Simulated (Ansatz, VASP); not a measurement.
# Si2Mo: VASP beside Ansatz

INCAR

```
SYSTEM = Si2Mo
PREC = Accurate
ENCUT = 520
EDIFF = 1E-6
ISMEAR = 0
SIGMA = 0.15
LREAL = .FALSE.
LASPH = .TRUE.
NELM = 150
ALGO = Normal
ISIF = 2
LWAVE = .FALSE.
LCHARG = .TRUE.
ISPIN = 2
MAGMOM = 1 0 0
LORBIT = 11
NUPDOWN = 1.0
LMAXMIX = 4
GGA = PS
LELF = .TRUE.
LVHAR = .TRUE.
NBANDS = 22
```

File KPOINTS:

```
regular mesh
0
G
  12 12 12
  0 0 0
```

The input POSCAR:

```
Si2Mo
1.0
   -1.5783757276      1.5783757276      3.8773786233
    1.5783757276     -1.5783757276      3.8773786233
    1.5783757276      1.5783757276     -3.8773786233
Mo Si
1 2
Direct
    0.0000000000      0.0000000000      0.0000000000
    0.6670000000      0.6670000000      0.0000000000
    0.3330000000      0.3330000000      0.0000000000
```

File input.yaml:

```yaml
crystal:
  lattice:
    - [-1.5783757276, 1.5783757276, 3.8773786233]
    - [1.5783757276, -1.5783757276, 3.8773786233]
    - [1.5783757276, 1.5783757276, -3.8773786233]
  atoms:
    - { symbol: Mo, position: [0.0, 0.0, 0.0], spin: 1.0 }
    - { symbol: Si, position: [0.667, 0.667, 0.0] }
    - { symbol: Si, position: [0.333, 0.333, 0.0] }
kpoints:
  mp_grid: { grid: [12, 12, 12] }
scf:
  occupations: { method: gaussian, width: 0.15 }
  lower_state_search: "off"
hamiltonian:
  xc: pbesol
  pseudopotentials: { kind: all_electron, lapw: { basis_error: 0.001 } }
magnetization:
  spin_polarized: true
  initial_magnetization: 1.0
  spin_locking: { lock_magnetization: hard }
output:
  forces: true
  stress: true
  eigenvalues: true
```

Change from the starting cell: volume scaled by 0.96.

Alike in both runs: task single point; functional PBEsol; k mesh 12 × 12 × 12; occupations gaussian, width 0.15 eV; collinear spin; fixed moment 1 μB.

```csv
,VASP,Ansatz
version,VASP 6.6.1,Ansatz 0.2.0
potentials or method,"VASP PAW PBE potentials, release 64 (Mo_sv, Si), cutoff 520 eV","all-electron LAPW, scalar-relativistic"
```

VASP gave:

```
pressure (GPa)                                                : 12.5
traceless stress, the component that is largest in VASP (GPa) : 5.43
rms of the force components (eV/Å)                            : 0.093
size of the moment on the site where the two differ most (μB) : 0.06
```

**Question.** Estimate Ansatz's values.

**Answer.** Pressure (GPa): 12.1; traceless stress, the component that is largest in VASP (GPa): 5.42; rms of the force components (eV/Å): 0.091; size of the moment on the site where the two differ most (μB): 0.09.

VASP's potentials were made for PBE, not for PBEsol. Site moments also hang on the region over which each program counts them. Atom by atom the forces differ by 0.002 eV/Å (rms over components). Ansatz ran all-electron here, and VASP with PAW potentials.
